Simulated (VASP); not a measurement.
**TiSi6Mo: single point with PBE**

The system is TiSi6Mo.

```xyz
8
Lattice="0.0000 3.4376 0.0000 3.8999 0.0000 0.0000 0.0000 -1.7188 -8.7316" Properties=species:S:1:pos:R:3 pbc="T T T"
Ti    0.0000    0.0000   -1.3459
Si    0.0000    1.7188   -3.2971
Si    0.0000    1.7188   -5.6829
Si    1.9499    0.0000   -5.4800
Si    1.9499    0.0000   -3.1452
Si    3.8999    0.0000   -7.9259
Si    1.9499    1.7188   -0.7241
Mo    1.9499    1.7188   -7.3255
```

- Program: VASP 6.6.1
- Task: single point
- Functional: PBE
- Potentials or basis: VASP PAW PBE potentials, release 64 (Ti_sv, Si, Mo_sv)
- Cutoff: 520 eV
- k mesh: 6 × 6 × 6
- Occupations: gaussian, width 0.2 eV
- Spin: no spin polarisation
- Dipole correction: no
- Further INCAR settings: ALGO = Normal; EDIFF = 1e-06; NBANDS = 35

```
Pressure               : 0.0 GPa
Largest force          : 0.109 eV/Å
Band gap on the k mesh : zero (bands 25 and 26 overlap by 0.91 eV)
```

Forces in eV/Å, atoms in the order of the input:
```
Ti   0.000  0.000 -0.037
Si   0.000  0.000 -0.019
Si   0.000  0.000  0.109
Si   0.000  0.000  0.045
Si   0.000  0.000 -0.017
Si   0.000  0.000 -0.026
Si   0.000  0.000 -0.047
Mo   0.000  0.000 -0.009
```

Stress tensor (GPa, compression positive):
```
-0.46  0.00  0.00
 0.00  0.32  0.00
 0.00  0.00  0.10
```

Levels at points of the mesh, in eV from the Fermi level:
```tsv
k point	band 23	band 24	band 25	band 26	band 27	band 28
(0.00, 0.00, 0.00)	-1.01	-0.89	0.54	0.57	0.61	1.06
(0.50, 0.00, 0.00)	-1.73	-0.65	-0.23	-0.21	0.07	0.14
(0.00, 0.50, 0.00)	-0.55	-0.32	0.26	0.60	0.75	0.86
(0.50, 0.50, 0.00)	-2.60	-2.57	-0.27	0.94	1.07	1.48
(0.00, 0.00, 0.50)	-1.48	-0.89	0.11	0.61	0.71	1.14
(0.00, 0.50, 0.50)	-0.78	0.05	0.13	0.60	0.84	1.06
```

Wall time 110 s on 1 thread of Intel(R) Xeon(R) 6975P-C (Granite Rapids), on a shared host, peak memory 0.35 GiB.
